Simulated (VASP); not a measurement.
# Al5N (P321) in VASP: a series of runs

The runs below take Al5N through single point, relaxation of cell and atoms, with PBE.

Everything below comes from runs of VASP 6.6.1. Logs are shortened: lines on timing, memory, paths and dates and some standing lists are left out, and cuts for length are marked.

## Step 1: The cell of the first run

The structure is trigonal, space group P321 (No. 150). The conventional cell has a = 4.256 Å, b = 4.256 Å, c = 6.292 Å, α = 90.00°, β = 90.00°, γ = 120.00°. Within 2.8 Å of Al (site symmetry 2) lie 6 Al at 2.14 to 2.73 Å. Within 3.4 Å of Al (site symmetry 3) lie 3 N at 2.56 Å and 6 Al at 2.73 to 2.84 Å. Within 3.4 Å of N (site symmetry 32) lie 6 Al at 2.56 Å.

The cell was built from a structure type or drawn by symmetry, and may not be a known phase.

## Step 2: Single point, PBE

File INCAR:

```
  PREC = Accurate
  ENCUT = 520
  EDIFF = 1E-7
  ISMEAR = 0
  SIGMA = 0.1
  LREAL = False
  LASPH = True
  NELM = 80
  ALGO = Normal
  ISIF = 2
  LWAVE = False
  LCHARG = False
  GGA = PE
  NBANDS = 19
```

File KPOINTS:

```
Automatic mesh
0
Gamma
  6 6 4
```

File POSCAR:

```
Al5N
1.0
    4.2557623400      0.0000000000      0.0000000000
   -2.1278811700      3.6855983000      0.0000000000
    0.0000000000      0.0000000000      6.2920240700
Al N
5 1
Direct
    0.4711989200      0.0000000000      0.0000000000
    0.0000000000      0.4711989200      0.0000000000
    0.5288010800      0.5288010800      0.0000000000
    0.3333333300      0.6666666700      0.3861637000
    0.6666666700      0.3333333300      0.6138363000
    0.0000000000      0.0000000000      0.5000000000
```

Potentials or basis: VASP PAW PBE potentials, release 64 (Al, N).

The run is started by

```console
$ cat potpaw_PBE.64/Al/POTCAR potpaw_PBE.64/N/POTCAR > POTCAR
$ mpirun -np 1 vasp_std > vasp.out
```

OUTCAR:

```text
PREC = Accurate
   ENCUT = 520
   EDIFF = 1E-7
   ISMEAR = 0
   LREAL = False
   LASPH = True
   NELM = 80
   ISIF = 2
   GGA = PE

 ion  position               nearest neighbor table
   1  0.471  0.000  0.000-   2 2.14   3 2.14   3 2.14   2 2.14   4 2.73   5 2.73
   2  0.000  0.471  0.000-   3 2.14   3 2.14   1 2.14   1 2.14   5 2.73   4 2.73
   3  0.529  0.529  0.000-   2 2.14   2 2.14   1 2.14   1 2.14   4 2.73   5 2.73
   4  0.333  0.667  0.386-   6 2.56   6 2.56   6 2.56   1 2.73   2 2.73   3 2.73   5 2.84   5 2.84
                             5 2.84
   5  0.667  0.333  0.614-   6 2.56   6 2.56   6 2.56   2 2.73   1 2.73   3 2.73   4 2.84   4 2.84
                             4 2.84
   6  0.000  0.000  0.500-   4 2.56   5 2.56   5 2.56   4 2.56   5 2.56   4 2.56

  LATTYP: Found a hexagonal cell.
 ALAT       =     4.2557623400
 C/A-ratio  =     1.4784716738

  Lattice vectors:

 A1 = (   4.2557623400,   0.0000000000,   0.0000000000)
 A2 = (  -2.1278811700,   3.6855983000,   0.0000000000)
 A3 = (   0.0000000000,   0.0000000000,   6.2920240700)

Analysis of symmetry for initial positions (statically):
=====================================================================
 Subroutine PRICEL returns:
 Original cell was already a primitive cell.

 Routine SETGRP: Setting up the symmetry group for a
 hexagonal supercell.

 Subroutine GETGRP returns: Found  6 space group operations
 (whereof  6 operations were pure point group operations)
 out of a pool of 24 trial point group operations.

The static configuration has the point symmetry D_3 .

Analysis of symmetry for dynamics (positions and initial velocities):
=====================================================================
 Subroutine PRICEL returns:
 Original cell was already a primitive cell.

 Routine SETGRP: Setting up the symmetry group for a
 hexagonal supercell.

 Subroutine GETGRP returns: Found  6 space group operations
 (whereof  6 operations were pure point group operations)
 out of a pool of 24 trial point group operations.

The dynamic configuration has the point symmetry D_3 .

 Subroutine INISYM returns: Found  6 space group operations
 (whereof  6 operations are pure point group operations),
 and found     1 'primitive' translations

----------------------------------------------------------------------------------------

                                     Primitive cell

  volume of cell :      98.6906

  direct lattice vectors                    reciprocal lattice vectors
     4.255762340  0.000000000  0.000000000     0.234975527  0.135663184  0.000000000
    -2.127881170  3.685598300  0.000000000     0.000000000  0.271326368  0.000000000
     0.000000000  0.000000000  6.292024070     0.000000000  0.000000000  0.158931369

  length of vectors
     4.255762340  4.255762341  6.292024070     0.271326368  0.271326368  0.158931369

  position of ions in fractional coordinates (direct lattice)
     0.471198920  0.000000000  0.000000000
     0.000000000  0.471198920  0.000000000
     0.528801080  0.528801080  0.000000000
     0.333333330  0.666666670  0.386163700
     0.666666670  0.333333330  0.613836300
     0.000000000  0.000000000  0.500000000

  ion indices of the primitive-cell ions
   primitive index   ion index
                 1           1
                 2           2
                 3           3
                 4           4
                 5           5
                 6           6

----------------------------------------------------------------------------------------

 KPOINTS: Automatic mesh

Automatic generation of k-mesh.
 Grid dimensions read from file:
 generate k-points for:    6    6    4

 Generating k-lattice:

  Cartesian coordinates                     Fractional coordinates (reciprocal lattice)
     0.039162588  0.022610531  0.000000000     0.166666667  0.000000000  0.000000000
     0.000000000  0.045221061  0.000000000     0.000000000  0.166666667  0.000000000
     0.000000000  0.000000000  0.039732842     0.000000000  0.000000000  0.250000000

  Length of vectors
     0.045221061  0.045221061  0.039732842

  Shift w.r.t. Gamma in fractional coordinates (k-lattice)
     0.000000000  0.000000000  0.000000000

 Subroutine IBZKPT returns following result:
 ===========================================

 Found     24 irreducible k-points:

 Following reciprocal coordinates:
            Coordinates               Weight
  0.000000  0.000000  0.000000      1.000000
  0.166667  0.000000  0.000000      6.000000
  0.333333 -0.000000  0.000000      6.000000
  0.500000  0.000000  0.000000      3.000000
  0.166667  0.166667  0.000000      6.000000
  0.333333  0.166667  0.000000     12.000000
[... 16 lines left out ...]
  0.333333  0.166667  0.500000     12.000000
  0.333333  0.333333  0.500000      2.000000
   k-points           NKPTS =     24   k-points in BZ     NKDIM =     24   number of bands    NBANDS=     19
   number of dos      NEDOS =    301   number of ions     NIONS =      6
   total plane-waves  NPLWV =  49152
   dimension x,y,z NGX =    32 NGY =   32 NGZ =   48
   dimension x,y,z NGXF=    64 NGYF=   64 NGZF=   96
   ions per type =               5   1
   NGX,Y,Z   is equivalent  to a cutoff of  12.50, 12.50, 12.68 a.u.
   NGXF,Y,Z  is equivalent  to a cutoff of  25.00, 25.00, 25.36 a.u.
 SYSTEM =  unknown system
   PREC   = accura    normal or accurate (medium, high low for compatibility)
   ISTART =      0    job   : 0-new  1-cont  2-samecut
   ICHARG =      2    charge: 1-file 2-atom 10-const
   ISPIN  =      1    spin polarized calculation?
   LNONCOLLINEAR =      F non collinear calculations
   LSORBIT =      F    spin-orbit coupling
   LASPH  =      T    aspherical Exc in radial PAW
   ENCUT  =  520.0 eV  38.22 Ry    6.18 a.u.   7.91  7.91 11.70*2*pi/ulx,y,z
   NELM   =     80;   NELMIN=  2; NELMDL= -5     # of ELM steps
   EDIFF  = 0.1E-06   stopping-criterion for ELM
   LREAL  =      F    real-space projection
   EDIFFG = 0.1E-05   stopping-criterion for IOM
   NSW    =      0    number of steps for IOM
   IBRION =     -1    ionic relax: 0-MD 1-quasi-New 2-CG
   NFREE  =      0    steps in history (QN), initial steepest desc. (CG)
   ISIF   =      2    stress and relaxation
   ISYM   =      2    0-nonsym 1-usesym 2-fastsym
   POTIM  = 0.5000    time-step for ionic-motion
   TEBEG  =    0.0;   TEEND  =   0.0 temperature during run
   PSTRESS=    0.0 pullay stress
   NELECT =      20.0000    total number of electrons
   NUPDOWN=      -1.0000    fix difference up-down
   EMIN   =  10.00;   EMAX   =-10.00  energy-range for DOS
   EFERMI =   0.00;   METHOD = LEGACY
   ISMEAR =     0;   SIGMA  =   0.10  broadening in eV -4-tet -1-fermi 0-gaus
   EFERMI_NEDOS =   21; number of points for ismear=-14 and -15
   IALGO  =     38    algorithm
   IMIX   =      4    mixing-type and parameters
     AMIX     =   0.40;   BMIX     =  1.00
     AMIX_MAG =   1.60;   BMIX_MAG =  1.00
  volume/ion in A,a.u.               =      16.45       111.00
  Fermi-wavevector in a.u.,A,eV,Ry     =   0.961597  1.817154 12.580872  0.924668
  Thomas-Fermi vector in A             =   2.090982
   LORBIT       =      0    0 simple, 1 ext, 2 COOP (PROOUT), +10 PAW based schemes
   GGA     = PE    functional components
   LHFCALC =     F    Hartree Fock is set to
   AEXX    =    0.0000 exact exchange contribution
   IVDW    =     0    specifies the selected vdW correction
   LEPSILON=     F    determine dielectric tensor
   LRPA    =     F    only Hartree local field effects (RPA)
 non-spin polarized calculation
 Gauss-broadening in eV      SIGMA  =   0.10
  energy-cutoff  :      520.00
  volume of cell :       98.69
 maximum number of plane-waves:      2691
   NGX = 15   NGY = 15   NGZ = 23

 number of electron      20.0000000 magnetization

 Free energy of the ion-electron system (eV)
  ---------------------------------------------------
  ext. energy  EPLUGINS =         0.00000000
  ---------------------------------------------------
  free energy    TOTEN  =       -17.40496776 eV

  energy without entropy =      -17.38018247  energy(sigma->0) =      -17.39257511

 E-fermi :   6.2168     XC(G=0):  -9.7725

 val. band max:        6.2061718817   @ k =   0.3333   0.1667   0.5000
 cond. band min:       6.2543122577   @ k =   0.1667   0.1667   0.0000
 fundamental gap:      0.0481403759
 Fermi energy:         6.2168373860

 k-point     1 :       0.0000    0.0000    0.0000
  band No.  band energies     occupation
      1      -7.1769      2.00000
      2      -4.2559      2.00000
      3       0.1305      2.00000
      4       2.1483      2.00000
      5       2.7814      2.00000
      6       3.6795      2.00000
[... 11 lines left out ...]
     18      10.2434      0.00000
     19      10.2434      0.00000

 k-point     2 :       0.1667    0.0000    0.0000
  band No.  band energies     occupation
      1      -7.0701      2.00000
      2      -4.0300      2.00000
      3       0.2467      2.00000
      4       1.4031      2.00000
      5       2.0749      2.00000
      6       3.3367      2.00000
[... 11 lines left out ...]
     18      10.8266      0.00000
     19      11.7217      0.00000

 k-point     3 :       0.3333   -0.0000    0.0000
  band No.  band energies     occupation
      1      -6.8383      2.00000
      2      -3.3965      2.00000
      3      -0.4080      2.00000
      4       0.7755      2.00000
      5       1.6571      2.00000
      6       2.8358      2.00000
[... 11 lines left out ...]
     18      11.9662      0.00000
     19      12.6861      0.00000

 k-point     4 :       0.5000    0.0000    0.0000
  band No.  band energies     occupation
      1      -6.7116      2.00000
      2      -2.7948      2.00000
      3      -1.2987      2.00000
      4       0.5043      2.00000
      5       2.2953      2.00000
      6       2.6378      2.00000
[... 11 lines left out ...]
     18      12.1862      0.00000
     19      12.5709      0.00000

 k-point     5 :       0.1667    0.1667    0.0000
  band No.  band energies     occupation
      1      -6.8996      2.00000
      2      -3.5935      2.00000
      3       0.0091      2.00000
      4       0.8387      2.00000
      5       1.6013      2.00000
      6       2.9139      2.00000
[... 11 lines left out ...]
     18      12.3449      0.00000
     19      12.4104      0.00000

 k-point     6 :       0.3333    0.1667    0.0000
  band No.  band energies     occupation
      1      -6.7156      2.00000
      2      -2.8283      2.00000
      3      -1.1073      2.00000
      4       0.6621      2.00000
      5       1.8150      2.00000
      6       2.3547      2.00000
[... 11 lines left out ...]
     18      12.6556      0.00000
     19      13.0084      0.00000

 k-point     7 :       0.3333    0.3333    0.0000
  band No.  band energies     occupation
      1      -6.6547      2.00000
      2      -1.9821      2.00000
      3      -1.9821      2.00000
      4       1.2344      2.00000
      5       1.2344      2.00000
      6       1.3746      2.00000
[... 11 lines left out ...]
     18      13.1136      0.00000
     19      13.1136      0.00000

 k-point     8 :       0.0000    0.0000    0.2500
  band No.  band energies     occupation
      1      -7.1493      2.00000
      2      -4.3505      2.00000
      3       0.1029      2.00000
      4       2.5354      2.00000
      5       2.9274      2.00000
      6       3.7026      2.00000
[... 256 lines left out ...]
 k-point    20 :       0.3333   -0.0000    0.5000
  band No.  band energies     occupation
      1      -6.8171      2.00000
      2      -3.3922      2.00000
      3      -0.6575      2.00000
      4       0.2789      2.00000
      5       2.9480      2.00000
      6       3.0333      2.00000
[... 11 lines left out ...]
     18      11.6755      0.00000
     19      12.1850      0.00000

 k-point    21 :       0.5000    0.0000    0.5000
  band No.  band energies     occupation
      1      -6.7032      2.00000
      2      -2.5607      2.00000
      3      -1.4417      2.00000
      4      -0.3919      2.00000
      5       2.7949      2.00000
      6       2.8608      2.00000
[... 11 lines left out ...]
     18      11.9509      0.00000
     19      12.2830      0.00000

 k-point    22 :       0.1667    0.1667    0.5000
  band No.  band energies     occupation
      1      -6.8720      2.00000
      2      -3.6422      2.00000
      3      -0.4291      2.00000
      4       0.8321      2.00000
      5       2.4101      2.00000
      6       2.8970      2.00000
[... 11 lines left out ...]
     18      11.8896      0.00000
     19      12.3799      0.00000

 k-point    23 :       0.3333    0.1667    0.5000
  band No.  band energies     occupation
      1      -6.7059      2.00000
      2      -2.6938      2.00000
      3      -1.1054      2.00000
      4      -0.0995      2.00000
      5       1.5009      2.00000
      6       1.9640      2.00000
[... 11 lines left out ...]
     18      12.1151      0.00000
     19      12.3608      0.00000

 k-point    24 :       0.3333    0.3333    0.5000
  band No.  band energies     occupation
      1      -6.6497      2.00000
      2      -1.7876      2.00000
      3      -1.7876      2.00000
      4       0.3472      2.00000
      5       0.3472      2.00000
      6       1.1095      2.00000
[... 11 lines left out ...]
     18      11.3769      0.00000
     19      14.0294      0.00000

------------------------ aborting loop because EDIFF is reached ----------------------------------------

  FORCE on cell =-STRESS in cart. coord.  units (eV):
  Direction    XX          YY          ZZ          XY          YZ          ZX
  --------------------------------------------------------------------------------------
  -------------------------------------------------------------------------------------
  Total       20.8644508     20.8644508      2.7337600     -0.0000000      0.0000000      0.0000000
  in kB      338.7207466    338.7207468     44.3808103     -0.0000000      0.0000000      0.0000000
  external PRESSURE =     240.6074346 kB  Pullay stress =       0.0000000 kB

 VOLUME and BASIS-vectors are now :
 -----------------------------------------------------------------------------
  energy-cutoff  :      520.00
  volume of cell :       98.69
      direct lattice vectors                 reciprocal lattice vectors
     4.255762340  0.000000000  0.000000000     0.234975527  0.135663184  0.000000000
    -2.127881170  3.685598300  0.000000000     0.000000000  0.271326368  0.000000000
     0.000000000  0.000000000  6.292024070     0.000000000  0.000000000  0.158931369

 POSITION                                       TOTAL-FORCE (eV/Angst)
 -----------------------------------------------------------------------------------
      2.00531      0.00000      0.00000        -2.091931     -0.000000      0.000000
     -1.00266      1.73665      0.00000         1.045966     -1.811666      0.000000
      1.12523      1.94895      0.00000         1.045966      1.811666      0.000000
     -0.00000      2.45707      2.42975         0.000000     -0.000000      0.945091
      2.12788      1.22853      3.86227         0.000000     -0.000000     -0.945091
      0.00000      0.00000      3.14601         0.000000     -0.000000     -0.000000
 -----------------------------------------------------------------------------------
    total drift:                               -0.000000     -0.000000     -0.000000

  FREE ENERGIE OF THE ION-ELECTRON SYSTEM (eV)
  ---------------------------------------------------
  free  energy   TOTEN  =       -17.4049677608 eV

  energy  without entropy=      -17.3801824687  energy(sigma->0) =      -17.39257511
```

Run time: 18 s. Hardware: 1 thread of Intel Xeon 6975P-C (Granite Rapids), shared host; peak memory 0.21 GiB.

What came out:

```
Free energy            : -17.4050 eV
Pressure               : 24.1 GPa
Largest force          : 2.092 eV/Å
Band gap on the k mesh : zero (bands 10 and 11 overlap by 1.67 eV)
```

Forces on the atoms (eV/Å):
```
Al  -2.092  0.000  0.000
Al   1.046 -1.812  0.000
Al   1.046  1.812  0.000
Al   0.000  0.000  0.945
Al   0.000  0.000 -0.945
N    0.000  0.000  0.000
```

Levels at points of the mesh, in eV from the Fermi level:
```csv
k point,band 6,band 7,band 8,band 9,band 10,band 11,band 12,band 13,band 14,band 15
"(0.00, 0.00, 0.00)",-2.54,-2.54,-0.43,-0.18,-0.18,0.54,0.54,1.87,2.74,3.18
"(0.50, 0.00, 0.00)",-3.58,-3.08,-2.43,-1.67,-1.42,-0.34,1.87,2.19,4.22,4.39
"(0.00, 0.00, 0.50)",-2.49,-2.49,-1.42,-0.13,-0.13,0.69,0.90,0.90,1.32,1.32
"(0.50, 0.00, 0.50)",-3.36,-3.07,-1.99,-1.68,-0.97,0.79,1.16,2.68,2.73,3.50
```

Caveat: the cell stands under pressure; forces of over 1 eV/Å act on the atoms, so gaps and moduli don't describe the material at rest.

## Step 3: Relaxation of cell and atoms, PBE

File INCAR:

```
SYSTEM = Al5N
PREC = Accurate
ENCUT = 600
EDIFF = 1E-7
ISMEAR = 0
SIGMA = 0.1
LREAL = .FALSE.
LASPH = .TRUE.
NELM = 80
ALGO = Normal
ISIF = 3
LWAVE = .FALSE.
LCHARG = .FALSE.
GGA = PE
IBRION = 2
NSW = 90
EDIFFG = -0.04
```

File KPOINTS:

```
Automatic mesh
0
G
  6 6 4
  0 0 0
```

POSCAR is that of step 2.

Potentials or basis: VASP PAW PBE potentials, release 64 (Al, N).

The run is started by

```console
$ cat potpaw_PBE.64/Al/POTCAR potpaw_PBE.64/N/POTCAR > POTCAR
$ mpirun -np 1 vasp_std > vasp.out
```

Wall time 6 min (1 thread of Intel Xeon 6975P-C (Granite Rapids), shared host); peak memory 0.26 GiB.

Results (log left out):

```
Free energy                           : -23.9377 eV
Relaxed volume                        : 14.71 Å³/atom
Relaxed cell                          : a = 4.763 Å, b = 4.763 Å, c = 4.492 Å, α = 90.00°, β = 90.00°, γ = 120.00°
Space group after relaxing (to 0.1 Å) : P-62m (No. 189)
Pressure after relaxing               : 0.0 GPa
Largest force after relaxing          : 0.010 eV/Å
Band gap on the k mesh                : zero (bands 10 and 11 overlap by 2.05 eV)
```

Forces in eV/Å, atoms in the order of the input:
```
Al  -0.010  0.000  0.000
Al   0.005 -0.009  0.000
Al   0.005  0.009  0.000
Al   0.000  0.000  0.010
Al   0.000  0.000 -0.010
N    0.000  0.000  0.000
```

Stress tensor (GPa, compression positive):
```
 0.02  0.00  0.00
 0.00  0.02  0.00
 0.00  0.00 -0.09
```

Final structure:
```yaml
crystal:
  lattice:
    - [4.76296, 0.00000, 0.00000]
    - [-2.38148, 4.12485, 0.00000]
    - [0.00000, 0.00000, 4.49151]
  atoms:
    - { symbol: Al, position: [0.31735, 0.00000, 0.00000] }
    - { symbol: Al, position: [0.00000, 0.31735, 0.00000] }
    - { symbol: Al, position: [0.68265, 0.68265, 0.00000] }
    - { symbol: Al, position: [0.33333, 0.66667, 0.49965] }
    - { symbol: Al, position: [0.66667, 0.33333, 0.50035] }
    - { symbol: N, position: [0.00000, 0.00000, 0.50000] }
```

Levels at points of the mesh, in eV from the Fermi level:
| k point | band 7 | band 8 | band 9 | band 10 | band 11 | band 12 | band 13 | band 14 |
| --- | --- | --- | --- | --- | --- | --- | --- | --- |
| (0.00, 0.00, 0.00) | -3.08 | -2.85 | -2.85 | -0.43 | 0.28 | 1.41 | 1.41 | 3.03 |
| (0.50, 0.00, 0.00) | -2.68 | -2.33 | -0.34 | 0.10 | 0.11 | 0.89 | 2.30 | 2.57 |
| (0.00, 0.00, 0.50) | -2.07 | -1.34 | -1.34 | -1.21 | -1.21 | -0.25 | 0.00 | 0.00 |
| (0.50, 0.00, 0.50) | -4.08 | -2.76 | 0.02 | 0.84 | 1.18 | 2.03 | 4.24 | 4.25 |

Caveat: a cell axis changed by over 15 % at a fixed basis, so the end point is rough.
